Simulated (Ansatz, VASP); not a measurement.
**One calculation of Y, two programs**

File INCAR:

```
SYSTEM = Y
  PREC = Accurate
  ENCUT = 520
  EDIFF = 1E-6
  ISMEAR = 1
  SIGMA = 0.1024
  LREAL = .False.
  LASPH = .True.
  NELM = 100
  ALGO = Normal
  ISIF = 2
  LWAVE = .False.
  LCHARG = .True.
  GGA = PS
  LELF = .True.
  LVHAR = .True.
  NBANDS = 18
```

File KPOINTS:

```
Automatic mesh
0
Gamma
  11 11 6
  0 0 0
```

File POSCAR:

```
Y
1.0
    3.6731607000      0.0000000000      0.0000000000
   -1.8365803500      3.1810528300      0.0000000000
    0.0000000000      0.0000000000      5.8306700700
Y
2
Direct
    0.3333000000      0.6667000000      0.2500000000
    0.6666000000      0.3333000000      0.7500000000
```

Input for Ansatz:

```yaml
crystal:
  lattice:
    - [3.6731607, 0.0, 0.0]
    - [-1.83658035, 3.18105283, 0.0]
    - [0.0, 0.0, 5.83067007]
  atoms:
    - { symbol: "Y", position: [0.3333, 0.6667, 0.25] }
    - { symbol: "Y", position: [0.6666, 0.3333, 0.75] }
  symmetry: { tolerance: 0.0003 }
kpoints:
  mp_grid: { grid: [11, 11, 6], shift: [0, 0, 0] }
  band_path:
    path:
      - [0.0, 0.0, 0.0]
      - [0.49999986, 1.8e-07, 0.0]
      - [0.33333324, 0.33333361, 0.0]
      - [0.0, 0.0, 0.0]
      - [0.0, 0.0, 0.5]
      - [0.49999986, 1.8e-07, 0.5]
      - [0.33333324, 0.33333361, 0.5]
      - [0.0, 0.0, 0.5]
      - [0.49999986, 1.8e-07, 0.5]
      - [0.49999986, 1.8e-07, 0.0]
      - [0.33333324, 0.33333361, 0.5]
    npoints: 6
magnetization:
  spin_polarized: false
scf:
  occupations: { method: cold, width: 0.1024 }
  lower_state_search: "off"
  max_iter: 200
hamiltonian:
  pseudopotentials: { kind: paw }
  xc: pbesol
basis:
  ecutwfc: 420
  fft_grid_basis: typed
output:
  forces: true
  stress: true
  eigenvalues: true
  bader: true
  populations: true
  elf: true
  write_potential: true
  volumetric_format: npy
  dos:
    e_range: [-12, 8]
    de: 0.05
    projected: { site_lists: { "Y": ["Y"] } }
checkpoint:
  read: saved_state
```

Alike in both runs: task single point; functional PBEsol; k mesh 11 × 11 × 6; no spin polarisation.

|  | VASP | Ansatz |
| --- | --- | --- |
| version | VASP 6.6.1 | Ansatz 0.2.0 |
| potentials or method | VASP PAW PBE potentials, release 64 (Y_sv), cutoff 520 eV | PAW plane waves |
| occupations | methfessel-paxton of order 1, width 0.1024 eV | cold, width 0.1024 eV |
| valence electrons in the cell | 22 | 22 |

```tsv
	VASP	Ansatz	Ansatz less VASP
pressure (GPa)	-3.3	-3.2	+0.09
traceless stress, the component that is largest in VASP (GPa)	-0.91	-0.91	0.000
```

VASP's potentials were made for PBE, not for PBEsol. Ansatz's warnings: structure snapped to symmetry.
